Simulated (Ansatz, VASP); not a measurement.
# Two plane-wave programs on Ge

```
CELL_PARAMETERS angstrom
0.00000 2.86614 2.86614
2.86614 0.00000 2.86614
2.86614 2.86614 0.00000
ATOMIC_POSITIONS crystal
Ge 0.75000 0.75000 0.75000
Ge 0.50000 0.50000 0.50000
```

Alike in both runs: task single point; functional r2SCAN; k mesh 8 × 8 × 8; occupations fermi-dirac, width 0.05 eV; no spin polarisation.

|  | VASP | Ansatz |
| --- | --- | --- |
| version | VASP 6.6.1 | Ansatz 0.2.0 |
| potentials or method | VASP PAW PBE potentials, release 64 (Ge_d) | Ansatz PAW |
| plane-wave cutoff (eV) | 520 | 500 |
| valence electrons in the cell | 28 | 28 |

|  | VASP | Ansatz | Ansatz less VASP |
| --- | --- | --- | --- |
| gap on the k mesh at the Fermi level (eV) | none | none | - |
| pressure (GPa) | -1.9 | -2.0 | -0.06 |

VASP's potentials were made for PBE, not for r2SCAN. A gap of «none» marks a metal or a gap that the smearing closes. The functional is the same, so the differences come from potentials, cutoffs and numerics.
